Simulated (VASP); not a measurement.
Set up this calculation in VASP 6.6.1, as the native input.

- Task: single point
- Functional: PBE
- Potentials or basis: VASP PAW PBE potentials, release 64 (Pt, S)
- Cutoff: 520 eV
- k mesh: 8 × 8 × 8
- Occupations: gaussian, width 0.01 eV
- Spin: no spin polarisation
- Dipole correction: no
- Further INCAR settings: ALGO = Normal; EDIFF = 1e-06; NBANDS = 18

The structure of PtS2 lies in POSCAR:

```
PtS2
1.0
    1.7644429029      1.0187015850      5.5230462186
   -1.7644429029      1.0187015850      5.5230462186
    0.0000000000     -2.0374031699      5.5230462186
Pt S
1 2
Direct
    0.0000000000      0.0000000000      0.0000000000
    0.2583047872      0.2583047872      0.2583047872
    0.7416952128      0.7416952128      0.7416952128
```

The input as run:

INCAR

```
SYSTEM = PtS2
PREC = Accurate
ENCUT = 520
EDIFF = 1E-6
ISMEAR = 0
SIGMA = 0.01
LREAL = .FALSE.
LASPH = .TRUE.
NELM = 100
ALGO = Normal
ISIF = 2
LWAVE = .FALSE.
LCHARG = .FALSE.
GGA = PE
NBANDS = 18
```

KPOINTS

```
Automatic mesh
0
G
  8 8 8
  0 0 0
```

Potentials or basis: VASP PAW PBE potentials, release 64 (Pt, S).

Run with:

```console
$ cat potpaw_PBE.64/Pt/POTCAR potpaw_PBE.64/S/POTCAR > POTCAR
$ mpirun -np 1 vasp_std > vasp.out
```

It gave:

- Pressure: 3.0 GPa
- Largest force: 0.010 eV/Å
- Band gap on the k mesh: 1.07 eV (least direct gap 1.21 eV)

Caveat: the cell stands under pressure; spin-orbit coupling is left out, which moves the levels of the heavy elements.

Run time: 100 s on 1 thread of AMD EPYC 9R45 96-Core Processor (Zen 5) (shared host), peak memory 0.31 GiB.
